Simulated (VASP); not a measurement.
# GaAs (F-43m) in VASP: notebook

GaAs is run at these levels: HF; tasks: single point.

Program: VASP 6.6.1. These are calculated values, not measurements. Logs are shortened: lines on timing, memory, paths and dates and some standing lists are left out, and cuts for length are marked.

**1. The cell of the first run**

The structure is cubic, space group F-43m (No. 216). Conventional cell: a = 5.616 Å, b = 5.616 Å, c = 5.616 Å, α = 90.00°, β = 90.00°, γ = 90.00°. Within 3.2 Å of As (site symmetry -43m) lie 4 Ga at 2.43 Å. Ga (site symmetry -43m) has 4 As at 2.43 Å within 3.2 Å.

**2. Single point, HF**

POSCAR reads:

```
GaAs
1.0
    0.0000000000      2.8078772807      2.8078772807
    2.8078772807      0.0000000000      2.8078772807
    2.8078772807      2.8078772807      0.0000000000
As Ga
1 1
Direct
    0.7500000000      0.7500000000      0.7500000000
    0.0000000000      0.0000000000      0.0000000000
```

INCAR.step1 reads:

```
ALGO = Normal ; EDIFF = 1E-5
ENCUT = 520 ; GGA = PE
ISIF = 2 ; ISMEAR = -1
LASPH = True ; LCHARG = False
LREAL = False ; LWAVE = True
NBANDS = 16 ; NELM = 80
PREC = Accurate ; SIGMA = 0.05
```

INCAR.step2 reads:

```
AEXX = 1.0 ; AGGAC = 0.0
ALDAC = 0.0 ; ALGO = Normal
EDIFF = 1E-6 ; ENCUT = 520
GGA = PE ; ISIF = 2
ISMEAR = -1 ; ISTART = 1
LASPH = True ; LCHARG = False
LHFCALC = True ; LREAL = False
LWAVE = False ; NBANDS = 16
NELM = 80 ; PREC = Accurate
PRECFOCK = Normal ; SIGMA = 0.05
```

KPOINTS reads:

```
k-points
0
Gamma
  4 4 4
```

Potentials or basis: VASP PAW PBE potentials, release 64 (As, Ga_d).

Launch:

```console
$ cat potpaw_PBE.64/As/POTCAR potpaw_PBE.64/Ga_d/POTCAR > POTCAR
$ cp INCAR.step1 INCAR
$ mpirun -np 1 vasp_std > vasp.out
$ cp INCAR.step2 INCAR
$ mpirun -np 1 vasp_std > vasp.out
```

OUTCAR:

```text
AEXX = 1.0
   EDIFF = 1E-6
   ENCUT = 520
   GGA = PE
   ISIF = 2
   ISMEAR = -1
   ISTART = 1
   LASPH = True
   LHFCALC = True
   LREAL = False
   NELM = 80
   PREC = Accurate
   PRECFOCK = Normal

 ion  position               nearest neighbor table
   1  0.750  0.750  0.750-   2 2.43   2 2.43   2 2.43   2 2.43
   2  0.000  0.000  0.000-   1 2.43   1 2.43   1 2.43   1 2.43

  LATTYP: Found a face centered cubic cell.
 ALAT       =     5.6157545614

  Lattice vectors:

 A1 = (   0.0000000000,   2.8078772807,   2.8078772807)
 A2 = (   2.8078772807,   0.0000000000,   2.8078772807)
 A3 = (   2.8078772807,   2.8078772807,   0.0000000000)

Analysis of symmetry for initial positions (statically):
=====================================================================
 Subroutine PRICEL returns:
 Original cell was already a primitive cell.

 Routine SETGRP: Setting up the symmetry group for a
 face centered cubic supercell.

 Subroutine GETGRP returns: Found 24 space group operations
 (whereof 24 operations were pure point group operations)
 out of a pool of 48 trial point group operations.

The static configuration has the point symmetry T_d .

Analysis of symmetry for dynamics (positions and initial velocities):
=====================================================================
 Subroutine PRICEL returns:
 Original cell was already a primitive cell.

 Routine SETGRP: Setting up the symmetry group for a
 face centered cubic supercell.

 Subroutine GETGRP returns: Found 24 space group operations
 (whereof 24 operations were pure point group operations)
 out of a pool of 48 trial point group operations.

The dynamic configuration has the point symmetry T_d .

 Subroutine INISYM returns: Found 24 space group operations
 (whereof 24 operations are pure point group operations),
 and found     1 'primitive' translations

----------------------------------------------------------------------------------------

                                     Primitive cell

  volume of cell :      44.2756

  direct lattice vectors                    reciprocal lattice vectors
     0.000000000  2.807877281  2.807877281    -0.178070460  0.178070460  0.178070460
     2.807877281  0.000000000  2.807877281     0.178070460 -0.178070460  0.178070460
     2.807877281  2.807877281  0.000000000     0.178070460  0.178070460 -0.178070460

  length of vectors
     3.970938132  3.970938132  3.970938132     0.308427085  0.308427085  0.308427085

  position of ions in fractional coordinates (direct lattice)
     0.750000000  0.750000000  0.750000000
     0.000000000  0.000000000  0.000000000

  ion indices of the primitive-cell ions
   primitive index   ion index
                 1           1
                 2           2

----------------------------------------------------------------------------------------

 KPOINTS: k-points

Automatic generation of k-mesh.
 Grid dimensions read from file:
 generate k-points for:    4    4    4

 Generating k-lattice:

  Cartesian coordinates                     Fractional coordinates (reciprocal lattice)
    -0.044517615  0.044517615  0.044517615     0.250000000  0.000000000  0.000000000
     0.044517615 -0.044517615  0.044517615     0.000000000  0.250000000  0.000000000
     0.044517615  0.044517615 -0.044517615     0.000000000  0.000000000  0.250000000

  Length of vectors
     0.077106771  0.077106771  0.077106771

  Shift w.r.t. Gamma in fractional coordinates (k-lattice)
     0.000000000  0.000000000  0.000000000

 Subroutine IBZKPT returns following result:
 ===========================================

 Found      8 irreducible k-points:

 Following reciprocal coordinates:
            Coordinates               Weight
  0.000000  0.000000  0.000000      1.000000
  0.250000  0.000000  0.000000      8.000000
  0.500000  0.000000  0.000000      4.000000
  0.250000  0.250000  0.000000      6.000000
  0.500000  0.250000  0.000000     24.000000
 -0.250000  0.250000  0.000000     12.000000
  0.500000  0.500000  0.000000      3.000000
 -0.250000  0.500000  0.250000      6.000000
   k-points           NKPTS =      8   k-points in BZ     NKDIM =     64   number of bands    NBANDS=     16
   number of dos      NEDOS =    301   number of ions     NIONS =      2
   total plane-waves  NPLWV =  27000
   dimension x,y,z NGX =    30 NGY =   30 NGZ =   30
   dimension x,y,z NGXF=    60 NGYF=   60 NGZF=   60
   ions per type =               1   1
   NGX,Y,Z   is equivalent  to a cutoff of  12.56, 12.56, 12.56 a.u.
   NGXF,Y,Z  is equivalent  to a cutoff of  25.12, 25.12, 25.12 a.u.
 SYSTEM =  unknown system
   PREC   = accura    normal or accurate (medium, high low for compatibility)
   ISTART =      1    job   : 0-new  1-cont  2-samecut
   ICHARG =      0    charge: 1-file 2-atom 10-const
   ISPIN  =      1    spin polarized calculation?
   LNONCOLLINEAR =      F non collinear calculations
   LSORBIT =      F    spin-orbit coupling
   LASPH  =      T    aspherical Exc in radial PAW
   ENCUT  =  520.0 eV  38.22 Ry    6.18 a.u.   7.38  7.38  7.38*2*pi/ulx,y,z
   NELM   =     80;   NELMIN=  2; NELMDL=  0     # of ELM steps
   EDIFF  = 0.1E-05   stopping-criterion for ELM
   LREAL  =      F    real-space projection
   EDIFFG = 0.1E-04   stopping-criterion for IOM
   NSW    =      0    number of steps for IOM
   IBRION =     -1    ionic relax: 0-MD 1-quasi-New 2-CG
   NFREE  =      0    steps in history (QN), initial steepest desc. (CG)
   ISIF   =      2    stress and relaxation
   ISYM   =      3    0-nonsym 1-usesym 2-fastsym
   POTIM  = 0.5000    time-step for ionic-motion
   TEBEG  =    0.0;   TEEND  =   0.0 temperature during run
   PSTRESS=    0.0 pullay stress
   NELECT =      18.0000    total number of electrons
   NUPDOWN=      -1.0000    fix difference up-down
   EMIN   =  10.00;   EMAX   =-10.00  energy-range for DOS
   EFERMI =   0.00;   METHOD = LEGACY
   ISMEAR =    -1;   SIGMA  =   0.05  broadening in eV -4-tet -1-fermi 0-gaus
   EFERMI_NEDOS =   21; number of points for ismear=-14 and -15
   IALGO  =     38    algorithm
   IMIX   =      1    mixing-type and parameters
     AMIX     =   0.40;   BMIX     =  1.00
     AMIX_MAG =   1.60;   BMIX_MAG =  1.00
  volume/ion in A,a.u.               =      22.14       149.39
  Fermi-wavevector in a.u.,A,eV,Ry     =   1.212767  2.291798 20.011517  1.470805
  Thomas-Fermi vector in A             =   2.348241
   LORBIT       =      0    0 simple, 1 ext, 2 COOP (PROOUT), +10 PAW based schemes
   GGA     = PE    functional components
   LHFCALC =     T    Hartree Fock is set to
   PRECFOCK=normal    Normal, Fast or Accurate (Low or Medium for compatibility)
   ENCUT4O =  -1.0   cutoff for four orbital integrals eV
   NKREDX  =     1    reduce k-point grid by
   NKREDY  =     1    reduce k-point grid by
   NKREDZ  =     1    reduce k-point grid by
   AEXX    =    1.0000 exact exchange contribution
   HFSCREEN=    0.0000 screening length (either q_TF or 0.3 A-1)
   HFSCREENC=   0.0000 screening length for correlation (either q_TF or 0.3 A-1)
   ENCUTFOCK=  -1.0 apply spherical cutoff to Coloumb kernel
   IVDW    =     0    specifies the selected vdW correction
   LEPSILON=     F    determine dielectric tensor
   LRPA    =     F    only Hartree local field effects (RPA)
 non-spin polarized calculation
  energy-cutoff  :      520.00
  volume of cell :       44.28
 maximum number of plane-waves:      1243
 NGX is ok and might be reduce to    30
  NGX = 24; NGY = 24; NGZ = 24

 number of electron      18.0000010 magnetization

 Free energy of the ion-electron system (eV)
  ---------------------------------------------------
  ext. energy  EPLUGINS =         0.00000000
  ---------------------------------------------------
  free energy    TOTEN  =       -16.32043602 eV

  energy without entropy =      -16.32043602  energy(sigma->0) =      -16.32043602

 E-fermi :   3.0877     XC(G=0):   0.0000

 val. band max:        1.9867439759   @ k =   0.0000   0.0000   0.0000
 cond. band min:       9.4548605773   @ k =   0.5000   0.5000   0.0000
 fundamental gap:      7.4681166014
 Fermi energy:         3.0877121473

 k-point     1 :       0.0000    0.0000    0.0000
  band No.  band energies     occupation
      1     -23.0056      2.00000
      2     -23.0056      2.00000
      3     -23.0056      2.00000
      4     -22.9006      2.00000
      5     -22.9006      2.00000
      6     -15.7079      2.00000
[... 8 lines left out ...]
     15      19.6185      0.00000
     16      19.6185      0.00000

 k-point     2 :       0.2500    0.0000    0.0000
  band No.  band energies     occupation
      1     -23.0188      2.00000
      2     -22.9963      2.00000
      3     -22.9963      2.00000
      4     -22.9011      2.00000
      5     -22.9011      2.00000
      6     -14.7552      2.00000
[... 8 lines left out ...]
     15      18.3113      0.00000
     16      18.4353      0.00000

 k-point     3 :       0.5000    0.0000    0.0000
  band No.  band energies     occupation
      1     -23.0321      2.00000
      2     -22.9880      2.00000
      3     -22.9880      2.00000
      4     -22.9005      2.00000
      5     -22.9005      2.00000
      6     -13.2453      2.00000
[... 8 lines left out ...]
     15      22.2007      0.00000
     16      22.2007      0.00000

 k-point     4 :       0.2500    0.2500    0.0000
  band No.  band energies     occupation
      1     -23.0334      2.00000
      2     -22.9865      2.00000
      3     -22.9865      2.00000
      4     -22.9082      2.00000
      5     -22.8968      2.00000
      6     -14.4210      2.00000
[... 8 lines left out ...]
     15      20.8701      0.00000
     16      21.7958      0.00000

 k-point     5 :       0.5000    0.2500    0.0000
  band No.  band energies     occupation
      1     -23.0437      2.00000
      2     -22.9790      2.00000
      3     -22.9770      2.00000
      4     -22.9092      2.00000
      5     -22.8972      2.00000
      6     -12.8267      2.00000
[... 8 lines left out ...]
     15      22.2529      0.00000
     16      22.8462      0.00000

 k-point     6 :      -0.2500    0.2500    0.0000
  band No.  band energies     occupation
      1     -23.0338      2.00000
      2     -22.9858      2.00000
      3     -22.9842      2.00000
      4     -22.9027      2.00000
      5     -22.9018      2.00000
      6     -13.4190      2.00000
[... 8 lines left out ...]
     15      20.7115      0.00000
     16      23.0429      0.00000

 k-point     7 :       0.5000    0.5000    0.0000
  band No.  band energies     occupation
      1     -23.0589      2.00000
      2     -22.9668      2.00000
      3     -22.9668      2.00000
      4     -22.9178      2.00000
      5     -22.8929      2.00000
      6     -12.1741      2.00000
[... 8 lines left out ...]
     15      23.3753      0.00000
     16      23.4312      0.00000

 k-point     8 :      -0.2500    0.5000    0.2500
  band No.  band energies     occupation
      1     -23.0473      2.00000
      2     -22.9799      2.00000
      3     -22.9680      2.00000
      4     -22.9100      2.00000
      5     -22.8985      2.00000
      6     -12.1035      2.00000
[... 8 lines left out ...]
     15      22.8554      0.00000
     16      23.7405      0.00000

------------------------ aborting loop because EDIFF is reached ----------------------------------------

  FORCE on cell =-STRESS in cart. coord.  units (eV):
  Direction    XX          YY          ZZ          XY          YZ          ZX
  --------------------------------------------------------------------------------------
  -------------------------------------------------------------------------------------
  Total        1.5199354      1.5199354      1.5199354     -0.0000000      0.0000000      0.0000000
  in kB       55.0010969     55.0010969     55.0010969     -0.0000000      0.0000000      0.0000000
  external PRESSURE =      55.0010969 kB  Pullay stress =       0.0000000 kB

 VOLUME and BASIS-vectors are now :
 -----------------------------------------------------------------------------
  energy-cutoff  :      520.00
  volume of cell :       44.28
      direct lattice vectors                 reciprocal lattice vectors
     0.000000000  2.807877281  2.807877281    -0.178070460  0.178070460  0.178070460
     2.807877281  0.000000000  2.807877281     0.178070460 -0.178070460  0.178070460
     2.807877281  2.807877281  0.000000000     0.178070460  0.178070460 -0.178070460

 POSITION                                       TOTAL-FORCE (eV/Angst)
 -----------------------------------------------------------------------------------
      4.21182      4.21182      4.21182        -0.000000     -0.000000     -0.000000
      0.00000      0.00000      0.00000         0.000000      0.000000      0.000000
 -----------------------------------------------------------------------------------
    total drift:                                0.000037      0.000047      0.000025

  FREE ENERGIE OF THE ION-ELECTRON SYSTEM (eV)
  ---------------------------------------------------
  free  energy   TOTEN  =       -16.3204360224 eV

  energy  without entropy=      -16.3204360224  energy(sigma->0) =      -16.32043602
```

It took 9.1 min on 1 thread of Intel Xeon Platinum 8259CL at 2.50GHz (Skylake/Cascade Lake), shared host; peak memory 0.19 GiB.

What came out:

| Quantity | Value |
| --- | --- |
| Free energy | -16.3204 eV |
| Pressure | 5.5 GPa |
| Band gap on the k mesh | 7.47 eV (least direct gap 8.13 eV) |

Levels at points of the mesh, in eV from the valence-band top:
```
           k point  band 5  band 6  band 7  band 8  band 9  band 10  band 11  band 12  band 13  band 14
(0.00, 0.00, 0.00)  -24.89  -17.69    0.00    0.00    0.00     8.13    10.54    10.54    10.54    15.29
(0.50, 0.00, 0.00)  -24.89  -15.23   -8.81   -1.48   -1.48     7.85    11.47    11.47    14.91    18.79
(0.50, 0.50, 0.00)  -24.88  -14.16   -8.94   -3.55   -3.55     7.47     7.97    19.22    19.22    19.80
```

Caveat: the k points lie up to 0.48 Å⁻¹ apart; the PAW data sets were made with another functional, which shifts forces and pressure a little.

(Part 1 of 2 ends here.)
